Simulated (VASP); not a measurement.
A run of VASP 6.6.1 is set up as follows.

File INCAR:

```
PREC = Accurate ; ENCUT = 520
EDIFF = 1E-7 ; ISMEAR = 0
SIGMA = 0.1 ; LREAL = False
LASPH = True ; NELM = 100
ALGO = Normal ; ISIF = 2
LWAVE = False ; LCHARG = False
GGA = PE ; NBANDS = 16
```

Contents of KPOINTS:

```
regular mesh
0
Gamma
  6 6 4
```

POSCAR

```
Si2BN
1.0
    3.0035976900      0.0000000000      0.0000000000
    0.0000000000      3.0035976900      0.0000000000
    0.0000000000      0.0000000000      5.9156754800
Si B N
2 1 1
Direct
    0.0000000000      0.0000000000      0.3704980200
    0.0000000000      0.0000000000      0.6295019800
    0.0000000000      0.0000000000      0.0000000000
    0.5000000000      0.5000000000      0.0000000000
```

Potentials or basis: VASP PAW PBE potentials, release 64 (Si, B, N).

Command:

```sh
$ cat potpaw_PBE.64/Si/POTCAR potpaw_PBE.64/B/POTCAR potpaw_PBE.64/N/POTCAR > POTCAR
$ mpirun -np 1 vasp_std > vasp.out
```

**Question.** Estimate the largest force.

**Answer.** 38.141 eV/Å.

**Question.** Predict the pressure.

**Answer.** 36.0 GPa.

**Question.** Estimate the band gap on the k mesh.

**Answer.** Zero (bands 8 and 9 overlap by 3.18 eV).

Forces in eV/Å, atoms in the order of the input:
```
Si    0.000   0.000 -38.141
Si    0.000   0.000  38.141
B     0.000   0.000   0.000
N     0.000   0.000   0.000
```

Caveat: atoms lie so close that the PAW spheres overlap strongly, which falsifies energies and pressures; the stress differs along the axes, from -20 to 147 GPa; forces of over 1 eV/Å act on the atoms, so gaps and moduli don't describe the material at rest.
